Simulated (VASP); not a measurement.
Runs of VASP 6.6.1 on Hf. The structure is that of space group P6_3/mmc (No. 194), or close to it. The cells are those of the table. 

```csv
level,cell,k mesh,gap on the mesh (eV),pressure (GPa)
r2SCAN,"a = 2.783, b = 2.783, c = 4.534 Å, angles 90.0, 90.0, 120.0°, 2 atoms",18 × 18 × 10,none,(b)
r2SCAN,"a = 3.112, b = 3.112, c = 4.906 Å, angles 90.0, 90.0, 120.0°, 2 atoms",16 × 16 × 10,none,9.9
r2SCAN,"a = 2.714, b = 2.714, c = 4.490 Å, angles 90.0, 90.0, 120.0°, 2 atoms",18 × 18 × 10,none,99.3
r2SCAN,"a = 3.064, b = 3.064, c = 4.842 Å, angles 90.0, 90.0, 120.0°, 2 atoms",16 × 16 × 10,none,16.8
r2SCAN,"a = 2.907, b = 2.907, c = 4.645 Å, angles 90.0, 90.0, 120.0°, 2 atoms",18 × 18 × 10,none,(a)
PBE,"a = 3.199, b = 3.199, c = 5.075 Å, angles 90.0, 90.0, 120.0°, 2 atoms",8 × 8 × 4,none,-0.4
r2SCAN,"a = 2.849, b = 2.849, c = 4.582 Å, angles 90.0, 90.0, 120.0°, 2 atoms",18 × 18 × 10,none,60.7
```

Alike in all rows: task single point; potentials or basis VASP PAW PBE potentials, release 64 (Hf_pv); no spin polarisation; cutoff (eV) 520; smearing gaussian 0.05 eV.

**Question.** Fill in the values left out.

**Answer.** (a) 46.7; (b) 78.1.

Caveats: spin-orbit coupling is left out, which moves the levels of the heavy elements; the PAW data sets were made with another functional, which shifts forces and pressure a little (some runs).

A k mesh can miss the band edges, and the runs leave out spin-orbit coupling on Hf.

A gap of «none» marks levels without a gap at the run's occupations.
